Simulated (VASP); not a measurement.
# Cd3Mo (P6_3/mmc) in VASP: single point with PBE

Aim: the single point of Cd3Mo with PBE.

Everything below comes from runs of VASP 6.6.1. Logs are shortened: lines on timing, memory, paths and dates and some standing lists are left out, and cuts for length are marked.

## 1. The cell of the first run

The structure is hexagonal, space group P6_3/mmc (No. 194). The conventional cell has a = 5.996 Å, b = 5.996 Å, c = 4.970 Å, α = 90.00°, β = 90.00°, γ = 120.00°. Within 3.9 Å of Cd (site symmetry mm2) lie 8 Cd at 2.93 to 3.06 Å and 4 Mo at 3.00 to 3.01 Å. Within 3.9 Å of Mo (site symmetry -6m2) lie 12 Cd at 3.00 to 3.01 Å.

## 2. Single point, PBE

Input file INCAR:

```
SYSTEM = Cd3Mo
ALGO = Fast
EDIFF = 1E-6
ENCUT = 520
GGA = PE
ISIF = 2
ISMEAR = 0
LASPH = .True.
LCHARG = .False.
LREAL = .False.
LWAVE = .False.
NBANDS = 60
NELM = 60
PREC = Accurate
SIGMA = 0.1
```

Input file KPOINTS:

```
k-points
0
Gamma
  6 6 8
  0 0 0
```

Input file POSCAR:

```
Cd3Mo
1.0
    5.9962648615      0.0000000000      0.0000000000
   -2.9981324307      5.1929176979      0.0000000000
    0.0000000000      0.0000000000      4.9696097980
Cd Mo
6 2
Direct
    0.8297144883      0.6594289765      0.2500000000
    0.1702855117      0.8297144883      0.7500000000
    0.3405710235      0.1702855117      0.2500000000
    0.1702855117      0.3405710235      0.7500000000
    0.8297144883      0.1702855117      0.2500000000
    0.6594289765      0.8297144883      0.7500000000
    0.3333333333      0.6666666667      0.2500000000
    0.6666666667      0.3333333333      0.7500000000
```

Potentials or basis: VASP PAW PBE potentials, release 64 (Cd, Mo_sv).

Command:

```bash
$ cat potpaw_PBE.64/Cd/POTCAR potpaw_PBE.64/Mo_sv/POTCAR > POTCAR
$ mpirun -np 1 vasp_std > vasp.out
```

OUTCAR:

```text
SYSTEM = Cd3Mo
   EDIFF = 1E-6
   ENCUT = 520
   GGA = PE
   ISIF = 2
   ISMEAR = 0
   LASPH = .True.
   LREAL = .False.
   NELM = 60
   PREC = Accurate

 ion  position               nearest neighbor table
   1  0.830  0.659  0.250-   5 2.93   3 2.93   7 3.00   7 3.00   8 3.01   8 3.01   2 3.05   2 3.05
                             6 3.05   6 3.05   5 3.06   3 3.06
   2  0.170  0.830  0.750-   4 2.93   6 2.93   8 3.00   8 3.00   7 3.01   7 3.01   3 3.05   3 3.05
                             1 3.05   1 3.05   4 3.06   6 3.06
   3  0.341  0.170  0.250-   5 2.93   1 2.93   7 3.00   7 3.00   8 3.01   8 3.01   2 3.05   2 3.05
                             4 3.05   4 3.05   5 3.06   1 3.06
   4  0.170  0.341  0.750-   2 2.93   6 2.93   8 3.00   8 3.00   7 3.01   7 3.01   5 3.05   5 3.05
                             3 3.05   3 3.05   2 3.06   6 3.06
   5  0.830  0.170  0.250-   1 2.93   3 2.93   7 3.00   7 3.00   8 3.01   8 3.01   6 3.05   6 3.05
                             4 3.05   4 3.05   1 3.06   3 3.06
   6  0.659  0.830  0.750-   2 2.93   4 2.93   8 3.00   8 3.00   7 3.01   7 3.01   5 3.05   5 3.05
                             1 3.05   1 3.05   2 3.06   4 3.06
   7  0.333  0.667  0.250-   3 3.00   1 3.00   5 3.00   5 3.00   3 3.00   1 3.00   2 3.01   2 3.01
                             4 3.01   4 3.01   6 3.01   6 3.01
   8  0.667  0.333  0.750-   6 3.00   4 3.00   2 3.00   2 3.00   6 3.00   4 3.00   5 3.01   5 3.01
                             1 3.01   1 3.01   3 3.01   3 3.01

  LATTYP: Found a hexagonal cell.
 ALAT       =     5.9962648615
 C/A-ratio  =     0.8287842370

  Lattice vectors:

 A1 = (   5.9962648615,   0.0000000000,   0.0000000000)
 A2 = (  -2.9981324307,   5.1929176979,   0.0000000000)
 A3 = (   0.0000000000,   0.0000000000,   4.9696097980)

Analysis of symmetry for initial positions (statically):
=====================================================================
 Subroutine PRICEL returns:
 Original cell was already a primitive cell.

 Routine SETGRP: Setting up the symmetry group for a
 hexagonal supercell.

 Subroutine GETGRP returns: Found 24 space group operations
 (whereof 12 operations were pure point group operations)
 out of a pool of 24 trial point group operations.

The static configuration has the point symmetry D_3d.
 The point group associated with its full space group is D_6h.

Analysis of symmetry for dynamics (positions and initial velocities):
=====================================================================
 Subroutine PRICEL returns:
 Original cell was already a primitive cell.

 Routine SETGRP: Setting up the symmetry group for a
 hexagonal supercell.

 Subroutine GETGRP returns: Found 24 space group operations
 (whereof 12 operations were pure point group operations)
 out of a pool of 24 trial point group operations.

The dynamic configuration has the point symmetry D_3d.
 The point group associated with its full space group is D_6h.

 Subroutine INISYM returns: Found 24 space group operations
 (whereof 12 operations are pure point group operations),
 and found     1 'primitive' translations

----------------------------------------------------------------------------------------

                                     Primitive cell

  volume of cell :     154.7443

  direct lattice vectors                    reciprocal lattice vectors
     5.996264862  0.000000000  0.000000000     0.166770485  0.096284984  0.000000000
    -2.998132431  5.192917698  0.000000000     0.000000000  0.192569969  0.000000000
     0.000000000  0.000000000  4.969609798     0.000000000  0.000000000  0.201223042

  length of vectors
     5.996264862  5.996264861  4.969609798     0.192569969  0.192569969  0.201223042

  position of ions in fractional coordinates (direct lattice)
     0.829714488  0.659428977  0.250000000
     0.170285512  0.829714488  0.750000000
     0.340571023  0.170285512  0.250000000
     0.170285512  0.340571023  0.750000000
     0.829714488  0.170285512  0.250000000
     0.659428977  0.829714488  0.750000000
     0.333333333  0.666666667  0.250000000
     0.666666667  0.333333333  0.750000000

  ion indices of the primitive-cell ions
   primitive index   ion index
                 1           1
                 2           2
                 3           3
                 4           4
                 5           5
                 6           6
                 7           7
                 8           8

----------------------------------------------------------------------------------------

 KPOINTS: k-points

Automatic generation of k-mesh.
 Grid dimensions read from file:
 generate k-points for:    6    6    8

 Generating k-lattice:

  Cartesian coordinates                     Fractional coordinates (reciprocal lattice)
     0.027795081  0.016047497  0.000000000     0.166666667 -0.000000000  0.000000000
     0.000000000  0.032094995  0.000000000     0.000000000  0.166666667  0.000000000
     0.000000000  0.000000000  0.025152880     0.000000000  0.000000000  0.125000000

  Length of vectors
     0.032094995  0.032094995  0.025152880

  Shift w.r.t. Gamma in fractional coordinates (k-lattice)
     0.000000000  0.000000000  0.000000000

 Subroutine IBZKPT returns following result:
 ===========================================

 Found     35 irreducible k-points:

 Following reciprocal coordinates:
            Coordinates               Weight
  0.000000  0.000000  0.000000      1.000000
  0.166667  0.000000  0.000000      6.000000
  0.333333 -0.000000  0.000000      6.000000
  0.500000  0.000000  0.000000      3.000000
  0.166667  0.166667  0.000000      6.000000
  0.333333  0.166667  0.000000     12.000000
[... 16 lines left out ...]
  0.166667  0.000000  0.375000     12.000000
  0.333333 -0.000000  0.375000     12.000000
 [... further k-points ...]
   k-points           NKPTS =     35   k-points in BZ     NKDIM =     35   number of bands    NBANDS=     60
   number of dos      NEDOS =    301   number of ions     NIONS =      8
   total plane-waves  NPLWV =  92160
   dimension x,y,z NGX =    48 NGY =   48 NGZ =   40
   dimension x,y,z NGXF=    96 NGYF=   96 NGZF=   80
   ions per type =               6   2
   NGX,Y,Z   is equivalent  to a cutoff of  13.31, 13.31, 13.38 a.u.
   NGXF,Y,Z  is equivalent  to a cutoff of  26.62, 26.62, 26.76 a.u.
 SYSTEM =  Cd3Mo
   PREC   = accura    normal or accurate (medium, high low for compatibility)
   ISTART =      0    job   : 0-new  1-cont  2-samecut
   ICHARG =      2    charge: 1-file 2-atom 10-const
   ISPIN  =      1    spin polarized calculation?
   LNONCOLLINEAR =      F non collinear calculations
   LSORBIT =      F    spin-orbit coupling
   LASPH  =      T    aspherical Exc in radial PAW
   ENCUT  =  520.0 eV  38.22 Ry    6.18 a.u.  11.15 11.15  9.24*2*pi/ulx,y,z
   NELM   =     60;   NELMIN=  2; NELMDL= -5     # of ELM steps
   EDIFF  = 0.1E-05   stopping-criterion for ELM
   LREAL  =      F    real-space projection
   EDIFFG = 0.1E-04   stopping-criterion for IOM
   NSW    =      0    number of steps for IOM
   IBRION =     -1    ionic relax: 0-MD 1-quasi-New 2-CG
   NFREE  =      0    steps in history (QN), initial steepest desc. (CG)
   ISIF   =      2    stress and relaxation
   ISYM   =      2    0-nonsym 1-usesym 2-fastsym
   POTIM  = 0.5000    time-step for ionic-motion
   TEBEG  =    0.0;   TEEND  =   0.0 temperature during run
   PSTRESS=    0.0 pullay stress
   NELECT =     100.0000    total number of electrons
   NUPDOWN=      -1.0000    fix difference up-down
   EMIN   =  10.00;   EMAX   =-10.00  energy-range for DOS
   EFERMI =   0.00;   METHOD = LEGACY
   ISMEAR =     0;   SIGMA  =   0.10  broadening in eV -4-tet -1-fermi 0-gaus
   EFERMI_NEDOS =   21; number of points for ismear=-14 and -15
   IALGO  =     68    algorithm
   IMIX   =      4    mixing-type and parameters
     AMIX     =   0.40;   BMIX     =  1.00
     AMIX_MAG =   1.60;   BMIX_MAG =  1.00
  volume/ion in A,a.u.               =      19.34       130.53
  Fermi-wavevector in a.u.,A,eV,Ry     =   1.415370  2.674661 27.256173  2.003272
  Thomas-Fermi vector in A             =   2.536816
   LORBIT       =      0    0 simple, 1 ext, 2 COOP (PROOUT), +10 PAW based schemes
   GGA     = PE    functional components
   LHFCALC =     F    Hartree Fock is set to
   AEXX    =    0.0000 exact exchange contribution
   IVDW    =     0    specifies the selected vdW correction
   LEPSILON=     F    determine dielectric tensor
   LRPA    =     F    only Hartree local field effects (RPA)
 non-spin polarized calculation
 RMM-DIIS sequential band-by-band and
 Gauss-broadening in eV      SIGMA  =   0.10
  energy-cutoff  :      520.00
  volume of cell :      154.74
 maximum number of plane-waves:      4207
 NGX is ok and might be reduce to    48
   NGX = 23   NGY = 23   NGZ = 19

 number of electron     100.0000030 magnetization

 Free energy of the ion-electron system (eV)
  ---------------------------------------------------
  ext. energy  EPLUGINS =         0.00000000
  ---------------------------------------------------
  free energy    TOTEN  =       -22.75815427 eV

  energy without entropy =      -22.74273730  energy(sigma->0) =      -22.75044578

 E-fermi :   4.7976     XC(G=0): -11.7702

 val. band max:        4.7817118690   @ k =   0.3333  -0.0000   0.0000
 cond. band min:       4.8073245665   @ k =   0.1667   0.1667   0.0000
 fundamental gap:      0.0256126975
 Fermi energy:         4.7975679576

 k-point     1 :       0.0000    0.0000    0.0000
  band No.  band energies     occupation
      1     -55.9043      2.00000
      2     -55.9037      2.00000
      3     -30.0614      2.00000
      4     -30.0543      2.00000
      5     -29.9748      2.00000
      6     -29.9748      2.00000
[... 52 lines left out ...]
     59       9.4414      0.00000
     60      10.0361      0.00000

 k-point     2 :       0.1667    0.0000    0.0000
  band No.  band energies     occupation
      1     -55.9043      2.00000
      2     -55.9037      2.00000
      3     -30.0610      2.00000
      4     -30.0547      2.00000
      5     -29.9752      2.00000
      6     -29.9749      2.00000
[... 1383 lines left out ...]
      4     -30.0582      2.00000
      5     -29.9731      2.00000
      6     -29.9731      2.00000
[... 52 lines left out ...]
     59       9.7350      0.00000
     60       9.7549      0.00000

 [... further k-points ...]

------------------------ aborting loop because EDIFF is reached ----------------------------------------

  FORCE on cell =-STRESS in cart. coord.  units (eV):
  Direction    XX          YY          ZZ          XY          YZ          ZX
  --------------------------------------------------------------------------------------
  -------------------------------------------------------------------------------------
  Total        0.5743710      0.5743710      0.5533084      0.0000000     -0.0000000      0.0000000
  in kB        5.9468713      5.9468713      5.7287951      0.0000000     -0.0000000      0.0000000
  external PRESSURE =       5.8741792 kB  Pullay stress =       0.0000000 kB

 VOLUME and BASIS-vectors are now :
 -----------------------------------------------------------------------------
  energy-cutoff  :      520.00
  volume of cell :      154.74
      direct lattice vectors                 reciprocal lattice vectors
     5.996264862  0.000000000  0.000000000     0.166770485  0.096284984  0.000000000
    -2.998132431  5.192917698  0.000000000     0.000000000  0.192569969  0.000000000
     0.000000000  0.000000000  4.969609798     0.000000000  0.000000000  0.201223042

 POSITION                                       TOTAL-FORCE (eV/Angst)
 -----------------------------------------------------------------------------------
      2.99813      3.42436      1.24240         0.000000      0.009460     -0.000000
     -1.46652      4.30864      3.72721        -0.008193      0.004730      0.000000
      1.53162      0.88428      1.24240        -0.008193     -0.004730      0.000000
     -0.00000      1.76856      3.72721        -0.000000     -0.009460      0.000000
      4.46465      0.88428      1.24240         0.008193     -0.004730      0.000000
      1.46652      4.30864      3.72721         0.008193      0.004730     -0.000000
     -0.00000      3.46195      1.24240         0.000000     -0.000000      0.000000
      2.99813      1.73097      3.72721        -0.000000     -0.000000      0.000000
 -----------------------------------------------------------------------------------
    total drift:                               -0.000000      0.000000      0.000000

  FREE ENERGIE OF THE ION-ELECTRON SYSTEM (eV)
  ---------------------------------------------------
  free  energy   TOTEN  =       -22.7581542650 eV

  energy  without entropy=      -22.7427373020  energy(sigma->0) =      -22.75044578
```

It took 9.5 min on 1 thread of AMD EPYC 7R43 (Zen 3), shared host; peak memory 0.39 GiB.

What came out:

* Free energy: -22.7582 eV
* Pressure: 0.6 GPa
* Largest force: 0.009 eV/Å
* Band gap on the k mesh: zero (band 50 reaches 4.87 eV, above the bottom of band 51 at 4.67 eV)

Forces in eV/Å, atoms in the order of the input:
```
Cd   0.000  0.009  0.000
Cd  -0.008  0.005  0.000
Cd  -0.008 -0.005  0.000
Cd   0.000 -0.009  0.000
Cd   0.008 -0.005  0.000
Cd   0.008  0.005  0.000
Mo   0.000  0.000  0.000
Mo   0.000  0.000  0.000
```
